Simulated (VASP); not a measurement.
Write the native input for VASP 6.6.1 that does the following.

```yaml
Task: single point
Functional: PBE
Dispersion: D3(BJ)
Potentials_or_basis: VASP PAW PBE potentials, release 64 (Zn, O)
Cutoff: 520 eV
k_mesh: 12 × 12 × 6
Occupations: gaussian, width 0.02 eV
Spin: no spin polarisation
Dipole_correction: no
Further_INCAR_settings: ALGO = Normal; EDIFF = 1e-07; NBANDS = 26
```

The structure of ZnO lies in POSCAR:

```
ZnO
1.0
    3.2547447277      0.0000000000      0.0000000000
   -1.6273723638      2.8186916170      0.0000000000
    0.0000000000      0.0000000000      5.2564237846
Zn O
2 2
Direct
    0.3333333333      0.6666666667      0.0016172182
    0.6666666667      0.3333333333      0.5016172182
    0.3333333333      0.6666666667      0.3804827818
    0.6666666667      0.3333333333      0.8804827818
```

The input as run:

INCAR

```
  PREC = Accurate
  ENCUT = 520
  EDIFF = 1E-7
  ISMEAR = 0
  SIGMA = 0.02
  LREAL = F
  LASPH = T
  NELM = 80
  ALGO = Normal
  ISIF = 2
  LWAVE = F
  LCHARG = T
  GGA = PE
  IVDW = 12
  LELF = T
  LVHAR = T
  NBANDS = 26
```

KPOINTS

```
Automatic mesh
0
Gamma
  12 12 6
```

Potentials or basis: VASP PAW PBE potentials, release 64 (Zn, O).

The run is started by

```bash
$ cat potpaw_PBE.64/Zn/POTCAR potpaw_PBE.64/O/POTCAR > POTCAR
$ mpirun -np 1 vasp_std > vasp.out
```

It gave:

The pressure is 1.0 GPa, the band gap on the k mesh is 0.76 eV, direct and the dispersion energy per atom is -0.221 eV.

It took 44 s on 1 thread of Intel(R) Xeon(R) Platinum 8488C (Sapphire Rapids) (shared host), peak memory 0.22 GiB.
